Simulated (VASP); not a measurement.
# Si8O15 (a cell with a defect) in VASP: further runs

Runs on Si8O15 (a cell with a defect). Level: PBE. Tasks: single point.

Program: VASP 6.6.1. These are calculated values, not measurements. Logs are shortened: lines on timing, memory, paths and dates and some standing lists are left out, and cuts for length are marked.

## 1. The cell of the first run

The cell holds a defect, 23 atoms: a = 5.878 Å, b = 5.878 Å, c = 5.320 Å, α = 90.00°, β = 90.00°, γ = 90.00°.

## 2. Single point, PBE, collinear spin

INCAR

```
PREC = Accurate
ENCUT = 520
EDIFF = 1E-6
ISMEAR = 0
SIGMA = 0.02
LREAL = Auto
LASPH = True
NELM = 150
ALGO = Normal
ISIF = 2
LWAVE = False
LCHARG = True
ISPIN = 2
MAGMOM = 0 0 0 0 0 0 0 0 0 0 0 0 0 0 0 0 0 0 0 0 0 0.05 0
LORBIT = 11
GGA = PE
LELF = True
LVHAR = True
NBANDS = 82
NELECT = 121.0
```

KPOINTS

```
regular mesh
0
Gamma
  2 2 3
```

POSCAR

```
Si8O15
1.0
   -4.1564000000     -4.1564000000      0.0000000000
    4.1564000000     -4.1564000000      0.0000000000
    0.0000000000      0.0000000000      5.3204000000
Si O
8 15
Direct
    0.5013983255      0.5051073044      0.0076725434
    0.0013951978      0.4938968819      0.2505725133
    0.5013973631      0.5050221345      0.4935219156
    0.0013935136      0.4961767395      0.7505653710
    0.0013977240     -0.0011612212     -0.0009993610
    0.5013971225      0.0078315369      0.2505790918
    0.0013984458     -0.0011607401      0.5021629953
    0.5014037388     -0.0223018718      0.7505800316
    0.1998313444      0.4942710038     -0.0020938275
    0.0014024156      0.1915903185      0.2505809714
    0.8029584496      0.4942619815     -0.0020943914
    0.0013918295      0.8015826196      0.2505792798
    0.1998191945      0.4942781012      0.5032255094
    0.0014015735      0.1934437253      0.7505826630
    0.8029692763      0.4942634251      0.5032272010
    0.0013903859      0.8019538543      0.7505811593
    0.6935660668      0.0069362910     -0.0048158033
    0.5014037388      0.7014347753      0.2506033381
    0.3092319074      0.0069296747     -0.0048191865
    0.5013909874      0.3073516745      0.2505430043
    0.6935617361      0.0069613127      0.5059756785
    0.5014027764      0.6843755413      0.7505811593
    0.3092369599      0.0069503657      0.5059796256
```

Potentials or basis: VASP PAW PBE potentials, release 64 (Si, O).

The run is started by

```sh
cat potpaw_PBE.64/Si/POTCAR potpaw_PBE.64/O/POTCAR > POTCAR
mpirun -np 1 vasp_std > vasp.out
```

OUTCAR:

```text
PREC = Accurate
   ENCUT = 520
   EDIFF = 1E-6
   ISMEAR = 0
   LREAL = Auto
   LASPH = True
   NELM = 150
   ISIF = 2
   ISPIN = 2
   LORBIT = 11
   GGA = PE
   NELECT = 121.0

 ion  position               nearest neighbor table
   1  0.501  0.505  0.008-  22 1.73  18 1.73  20 1.74  11 1.77   9 1.77   3 2.58   3 2.74   8 3.10

   2  0.001  0.494  0.251-  10 1.78  13 1.78  15 1.78   9 1.78  11 1.78  12 1.81   4 2.66   4 2.66

   3  0.501  0.505  0.494-  22 1.73  18 1.73  20 1.74  15 1.77  13 1.77   1 2.58   1 2.74   8 3.10
[... 12 lines left out ...]
  10  0.001  0.192  0.251-   5 1.75   7 1.75   2 1.78
  11  0.803  0.494  0.998-   4 1.76   1 1.77   2 1.78
  12  0.001  0.802  0.251-   5 1.77   7 1.77   2 1.81
  13  0.200  0.494  0.503-   4 1.76   3 1.77   2 1.78
  14  0.001  0.193  0.751-   5 1.75   7 1.75   4 1.78
  15  0.803  0.494  0.503-   4 1.76   3 1.77   2 1.78
  16  0.001  0.802  0.751-   7 1.76   5 1.76   4 1.80
  17  0.694  0.007  0.995-   8 1.73   6 1.77   5 1.81
  18  0.501  0.701  0.251-   1 1.73   3 1.73   6 1.80
  19  0.309  0.007  0.995-   8 1.73   6 1.77   5 1.81
  20  0.501  0.307  0.251-   1 1.74   3 1.74   6 1.76
  21  0.694  0.007  0.506-   8 1.73   6 1.77   7 1.81
  22  0.501  0.684  0.751-   8 1.72   1 1.73   3 1.73
  23  0.309  0.007  0.506-   8 1.73   6 1.77   7 1.81

  LATTYP: Found a simple tetragonal cell.
 ALAT       =     5.8780372506
 C/A-ratio  =     0.9051320659

  Lattice vectors:

 A1 = (  -4.1564000000,  -4.1564000000,   0.0000000000)
 A2 = (   4.1564000000,  -4.1564000000,   0.0000000000)
 A3 = (   0.0000000000,   0.0000000000,   5.3204000000)

Analysis of symmetry for initial positions (statically):
=====================================================================
 Subroutine PRICEL returns:
 Original cell was already a primitive cell.

 Routine SETGRP: Setting up the symmetry group for a
 simple tetragonal supercell.

 Subroutine GETGRP returns: Found  1 space group operations
 (whereof  1 operations were pure point group operations)
 out of a pool of 16 trial point group operations.

The static configuration has the point symmetry C_1 .

Analysis of symmetry for dynamics (positions and initial velocities):
=====================================================================
 Subroutine PRICEL returns:
 Original cell was already a primitive cell.

 Routine SETGRP: Setting up the symmetry group for a
 simple tetragonal supercell.

 Subroutine GETGRP returns: Found  1 space group operations
 (whereof  1 operations were pure point group operations)
 out of a pool of 16 trial point group operations.

The dynamic configuration has the point symmetry C_1 .

Analysis of structural, dynamic, and magnetic symmetry:
=====================================================================
 Subroutine PRICEL returns:
 Original cell was already a primitive cell.

 Routine SETGRP: Setting up the symmetry group for a
 simple tetragonal supercell.

 Subroutine GETGRP returns: Found  1 space group operations
 (whereof  1 operations were pure point group operations)
 out of a pool of 16 trial point group operations.

The overall configuration has the point symmetry C_1 .

 Subroutine INISYM returns: Found  1 space group operations
 (whereof  1 operations are pure point group operations),
 and found     1 'primitive' translations

----------------------------------------------------------------------------------------

                                     Primitive cell

  volume of cell :     183.8269

  direct lattice vectors                    reciprocal lattice vectors
    -4.156400000 -4.156400000  0.000000000    -0.120296410 -0.120296410  0.000000000
     4.156400000 -4.156400000  0.000000000     0.120296410 -0.120296410  0.000000000
     0.000000000  0.000000000  5.320400000     0.000000000  0.000000000  0.187955793

  length of vectors
     5.878037251  5.878037251  5.320400000     0.170124815  0.170124815  0.187955793

  position of ions in fractional coordinates (direct lattice)
     0.501398325  0.505107304  0.007672543
     0.001395198  0.493896882  0.250572513
     0.501397363  0.505022135  0.493521916
     0.001393514  0.496176740  0.750565371
     0.001397724  0.998838779  0.999000639
     0.501397123  0.007831537  0.250579092
[... 15 lines left out ...]
     0.501402776  0.684375541  0.750581159
     0.309236960  0.006950366  0.505979626

  ion indices of the primitive-cell ions
   primitive index   ion index
                 1           1
                 2           2
                 3           3
                 4           4
                 5           5
                 6           6
[... 15 lines left out ...]
                22          22
                23          23

----------------------------------------------------------------------------------------

 KPOINTS: regular mesh

Automatic generation of k-mesh.
 Grid dimensions read from file:
 generate k-points for:    2    2    3

 Generating k-lattice:

  Cartesian coordinates                     Fractional coordinates (reciprocal lattice)
    -0.060148205 -0.060148205  0.000000000     0.500000000  0.000000000  0.000000000
     0.060148205 -0.060148205  0.000000000     0.000000000  0.500000000  0.000000000
     0.000000000  0.000000000  0.062651931     0.000000000  0.000000000  0.333333333

  Length of vectors
     0.085062408  0.085062408  0.062651931

  Shift w.r.t. Gamma in fractional coordinates (k-lattice)
     0.000000000  0.000000000  0.000000000

 Subroutine IBZKPT returns following result:
 ===========================================

 Found      8 irreducible k-points:

 Following reciprocal coordinates:
            Coordinates               Weight
  0.000000  0.000000  0.000000      1.000000
  0.500000  0.000000  0.000000      1.000000
  0.000000  0.500000  0.000000      1.000000
  0.500000  0.500000  0.000000      1.000000
  0.000000  0.000000  0.333333      2.000000
  0.500000  0.000000  0.333333      2.000000
  0.000000  0.500000  0.333333      2.000000
  0.500000  0.500000  0.333333      2.000000
   k-points           NKPTS =      8   k-points in BZ     NKDIM =      8   number of bands    NBANDS=     82
   number of dos      NEDOS =    301   number of ions     NIONS =     23
   total plane-waves  NPLWV =  92160
   dimension x,y,z NGX =    48 NGY =   48 NGZ =   40
   dimension x,y,z NGXF=    96 NGYF=   96 NGZF=   80
   ions per type =               8  15
   NGX,Y,Z   is equivalent  to a cutoff of  13.58, 13.58, 12.50 a.u.
   NGXF,Y,Z  is equivalent  to a cutoff of  27.15, 27.15, 25.00 a.u.
 SYSTEM =  unknown system
   PREC   = accura    normal or accurate (medium, high low for compatibility)
   ISTART =      0    job   : 0-new  1-cont  2-samecut
   ICHARG =      2    charge: 1-file 2-atom 10-const
   ISPIN  =      2    spin polarized calculation?
   LNONCOLLINEAR =      F non collinear calculations
   LSORBIT =      F    spin-orbit coupling
   LASPH  =      T    aspherical Exc in radial PAW
   ENCUT  =  520.0 eV  38.22 Ry    6.18 a.u.  10.93 10.93  9.89*2*pi/ulx,y,z
   NELM   =    150;   NELMIN=  2; NELMDL= -5     # of ELM steps
   EDIFF  = 0.1E-05   stopping-criterion for ELM
   LREAL  =      T    real-space projection
   EDIFFG = 0.1E-04   stopping-criterion for IOM
   NSW    =      0    number of steps for IOM
   IBRION =     -1    ionic relax: 0-MD 1-quasi-New 2-CG
   NFREE  =      0    steps in history (QN), initial steepest desc. (CG)
   ISIF   =      2    stress and relaxation
   ISYM   =      2    0-nonsym 1-usesym 2-fastsym
   POTIM  = 0.5000    time-step for ionic-motion
   TEBEG  =    0.0;   TEEND  =   0.0 temperature during run
   PSTRESS=    0.0 pullay stress
   NELECT =     121.0000    total number of electrons
   NUPDOWN=      -1.0000    fix difference up-down
   EMIN   =  10.00;   EMAX   =-10.00  energy-range for DOS
   EFERMI =   0.00;   METHOD = LEGACY
   ISMEAR =     0;   SIGMA  =   0.02  broadening in eV -4-tet -1-fermi 0-gaus
   EFERMI_NEDOS =   21; number of points for ismear=-14 and -15
   IALGO  =     38    algorithm
   IMIX   =      4    mixing-type and parameters
     AMIX     =   0.40;   BMIX     =  1.00
     AMIX_MAG =   1.60;   BMIX_MAG =  1.00
  volume/ion in A,a.u.               =       7.99        53.94
  Fermi-wavevector in a.u.,A,eV,Ry     =   1.424078  2.691116 27.592572  2.027997
  Thomas-Fermi vector in A             =   2.544607
   LORBIT       =     11    0 simple, 1 ext, 2 COOP (PROOUT), +10 PAW based schemes
   GGA     = PE    functional components
   LHFCALC =     F    Hartree Fock is set to
   AEXX    =    0.0000 exact exchange contribution
   IVDW    =     0    specifies the selected vdW correction
   LEPSILON=     F    determine dielectric tensor
   LRPA    =     F    only Hartree local field effects (RPA)
 spin polarized calculation
 Gauss-broadening in eV      SIGMA  =   0.02
  energy-cutoff  :      520.00
  volume of cell :      183.83
 maximum number of plane-waves:      4996
 NGX is ok and might be reduce to    48
   NGX = 21   NGY = 21   NGZ = 19

 number of electron     120.9999999 magnetization       0.9997525

 Free energy of the ion-electron system (eV)
  ---------------------------------------------------
  ext. energy  EPLUGINS =         0.00000000
  ---------------------------------------------------
  free energy    TOTEN  =      -183.45522542 eV

  energy without entropy =     -183.45522542  energy(sigma->0) =     -183.45522542

 E-fermi :   9.5773     XC(G=0): -12.0694

 val. band max:        9.4580300537   @ k =   0.5000   0.5000   0.3333
 cond. band min:      10.0038709700   @ k =   0.0000   0.0000   0.0000
 fundamental gap:      0.5458409163
 Fermi energy:         9.5773145200

 spin component 1

 k-point     1 :       0.0000    0.0000    0.0000
  band No.  band energies     occupation
      1     -14.4749      1.00000
      2     -12.7842      1.00000
      3     -12.7347      1.00000
      4     -12.1320      1.00000
      5     -11.8759      1.00000
      6     -11.4785      1.00000
[... 589 lines left out ...]
     71      18.2175      0.00000
     72      18.3252      0.00000
 Fermi energy:         9.5773145200

 spin component 2

 k-point     1 :       0.0000    0.0000    0.0000
  band No.  band energies     occupation
      1     -14.4420      1.00000
      2     -12.7487      1.00000
      3     -12.7074      1.00000
      4     -12.0679      1.00000
      5     -11.8443      1.00000
      6     -11.4420      1.00000
[... 589 lines left out ...]
     71      18.3025      0.00000
     72      18.3939      0.00000
 [bands above 72 left out]

------------------------ aborting loop because EDIFF is reached ----------------------------------------

  FORCE on cell =-STRESS in cart. coord.  units (eV):
  Direction    XX          YY          ZZ          XY          YZ          ZX
  --------------------------------------------------------------------------------------
  -------------------------------------------------------------------------------------
  Total        0.5751749      0.5609471      4.0859876     -2.4817039     -0.0026919      0.0001685
  in kB        5.0130445      4.8890398     35.6121893    -21.6297545     -0.0234619      0.0014687
  external PRESSURE =      15.1714245 kB  Pullay stress =       0.0000000 kB

 VOLUME and BASIS-vectors are now :
 -----------------------------------------------------------------------------
  energy-cutoff  :      520.00
  volume of cell :      183.83
      direct lattice vectors                 reciprocal lattice vectors
    -4.156400000 -4.156400000  0.000000000    -0.120296410 -0.120296410  0.000000000
     4.156400000 -4.156400000  0.000000000     0.120296410 -0.120296410  0.000000000
     0.000000000  0.000000000  5.320400000     0.000000000  0.000000000  0.187955793

 POSITION                                       TOTAL-FORCE (eV/Angst)
 -----------------------------------------------------------------------------------
      0.01542     -4.18344      0.04082        -0.008436      0.010878     -0.034986
      2.04703     -2.05863      1.33315        -0.003613      0.002260     -0.001125
      0.01507     -4.18308      2.62573        -0.005500      0.007283      0.033235
      2.05652     -2.06810      3.99331         0.001221     -0.001093      0.000456
      4.14576     -4.15738      5.31508         0.007075     -0.005562      0.002614
     -2.05146     -2.11656      1.33318         0.000443      0.000434     -0.000803
[... 15 lines left out ...]
      0.76051     -4.92857      3.99339         0.014094     -0.013155      0.000743
     -1.25642     -1.31420      2.69201         0.017508      0.012685     -0.001206
 -----------------------------------------------------------------------------------
    total drift:                               -0.005252     -0.000032      0.009992

  FREE ENERGIE OF THE ION-ELECTRON SYSTEM (eV)
  ---------------------------------------------------
  free  energy   TOTEN  =      -183.4552254247 eV

  energy  without entropy=     -183.4552254247  energy(sigma->0) =     -183.45522542

 total charge

# of ion       s       p       d       tot
------------------------------------------
    1        0.603   0.864   0.000   1.467
    2        0.581   0.851   0.000   1.432
    3        0.603   0.864   0.000   1.467
    4        0.583   0.876   0.000   1.459
    5        0.584   0.869   0.000   1.453
    6        0.584   0.872   0.000   1.455
[... 15 lines left out ...]
   22        1.557   3.716   0.000   5.273
   23        1.552   3.674   0.000   5.226
--------------------------------------------------
tot         27.989  62.242   0.000  90.231

 magnetization (x)

# of ion       s       p       d       tot
------------------------------------------
    1        0.026   0.050   0.000   0.076
    2        0.004   0.005   0.000   0.009
    3        0.026   0.050   0.000   0.076
    4       -0.000  -0.000   0.000  -0.001
    5        0.000   0.000   0.000   0.000
    6       -0.000  -0.000   0.000  -0.000
[... 15 lines left out ...]
   22        0.011   0.040   0.000   0.051
   23        0.001   0.017   0.000   0.018
--------------------------------------------------
tot          0.096   0.331   0.000   0.427
```

Wall time 2.5 min (1 thread of Intel Xeon 6975P-C (Granite Rapids), shared host); peak memory 0.42 GiB.

Results:

| Item | Value |
| --- | --- |
| Free energy | -183.4552 eV |
| Largest force | 0.038 eV/Å |
| Net moment | 1.00 μB per cell |
| Site moments | Si +0.08, +0.01, -0.00, +0.00, +0.03 (each value once); O +0.02, +0.00, +0.01, -0.00, +0.05 (each value once) μB |
| Valence electrons inside the program's atomic spheres | Si 1.47, 1.43, 1.46, 1.45, 1.50 (each value once); O 5.23, 5.25, 5.21, 5.26, 5.24, 5.27 (each value once) |

Forces in eV/Å, atoms in the order of the input:
```
Si  -0.008  0.011 -0.035
Si  -0.004  0.002 -0.001
Si  -0.005  0.007  0.033
Si   0.001 -0.001  0.000
Si   0.007 -0.006  0.003
Si   0.000  0.000 -0.001
Si   0.007 -0.006 -0.004
Si  -0.015  0.018  0.000
O   -0.007 -0.006 -0.001
O    0.009 -0.008  0.001
O    0.007  0.006 -0.001
O   -0.013  0.007 -0.001
O   -0.009 -0.008  0.002
O    0.014 -0.015  0.000
O    0.008  0.009  0.001
O   -0.018  0.012 -0.002
O   -0.010 -0.016  0.002
O    0.026 -0.028 -0.001
O    0.016  0.012  0.001
O   -0.026  0.026  0.004
O   -0.013 -0.017  0.000
O    0.014 -0.013  0.001
O    0.018  0.013 -0.001
```

Levels at points of the mesh, in eV from the Fermi level:
Spin up:
```tsv
k point	band 57	band 58	band 59	band 60	band 61	band 62	band 63	band 64	band 65	band 66
(0.00, 0.00, 0.00)	-3.09	-2.84	-2.54	-1.69	-1.08	3.92	4.04	4.88	5.49	5.83
(0.50, 0.00, 0.00)	-3.37	-3.10	-2.64	-2.57	-0.30	4.10	4.77	5.13	5.76	6.26
(0.00, 0.50, 0.00)	-3.17	-3.09	-2.46	-2.24	-0.74	3.48	4.02	5.62	6.01	6.46
(0.50, 0.50, 0.00)	-2.99	-2.83	-2.66	-2.66	-0.47	3.84	4.75	5.94	6.48	6.67
```
Spin down:
| k point | band 56 | band 57 | band 58 | band 59 | band 60 | band 61 | band 62 | band 63 | band 64 | band 65 |
| --- | --- | --- | --- | --- | --- | --- | --- | --- | --- | --- |
| (0.00, 0.00, 0.00) | -3.15 | -3.04 | -2.77 | -2.52 | -1.66 | 0.43 | 4.47 | 4.90 | 4.97 | 5.53 |
| (0.50, 0.00, 0.00) | -3.33 | -3.33 | -3.07 | -2.61 | -2.46 | 1.17 | 4.69 | 5.24 | 5.85 | 5.90 |
| (0.00, 0.50, 0.00) | -3.18 | -3.16 | -3.07 | -2.44 | -2.22 | 0.74 | 3.97 | 4.97 | 5.65 | 6.05 |
| (0.50, 0.50, 0.00) | -3.08 | -2.96 | -2.77 | -2.64 | -2.59 | 1.05 | 4.38 | 5.86 | 6.09 | 6.50 |

Caveat: the k points lie up to 0.53 Å⁻¹ apart; the cell carries a net charge on a neutralising background, which shifts energy and pressure; the cell is charged against a uniform background, so pressure and absolute levels hang on convention.

(Part 1 of 2 ends here.)
